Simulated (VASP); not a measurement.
GeCN2:

```
Ge N C
1.0
     1.81740    1.04927    4.98673
    -1.81740    1.04927    4.98673
     0.00000   -2.09855    4.98673
Ge N C
1 2 1
Cartesian
  0.0000 0.0000 0.0000
  0.0000 0.0000 8.7353
  0.0000 0.0000 6.2249
  0.0000 0.0000 7.4801
```

This cell differs from its parent crystal: volume scaled by 1.04.

Base run:

- Program: VASP 6.6.1
- Functional: PBEsol
- Potentials or basis: VASP PAW PBE potentials, release 64 (Ge_d, N, C)
- Cutoff: 520 eV
- k mesh: 9 × 9 × 9
- Occupations: fermi-dirac, width 0.05 eV
- Spin: no spin polarisation

Its results: band gap on the k mesh 1.09 eV, indirect (least direct gap 1.95 eV); pressure -7.7 GPa; largest force 0.893 eV/Å.

Task: The run is repeated on the same cell with these changes: functional from PBEsol to r2SCAN. What comes out?

Result: Band gap on the k mesh 1.30 eV, indirect (least direct gap 2.26 eV); pressure -7.7 GPa; largest force 1.364 eV/Å.

r2SCAN gives the wider gap, since meta-GGAs in the generalised Kohn-Sham scheme recover part of the derivative discontinuity.

Caveats: the PAW data sets were made with another functional, which shifts forces and pressure a little.

A k mesh can miss the band edges.
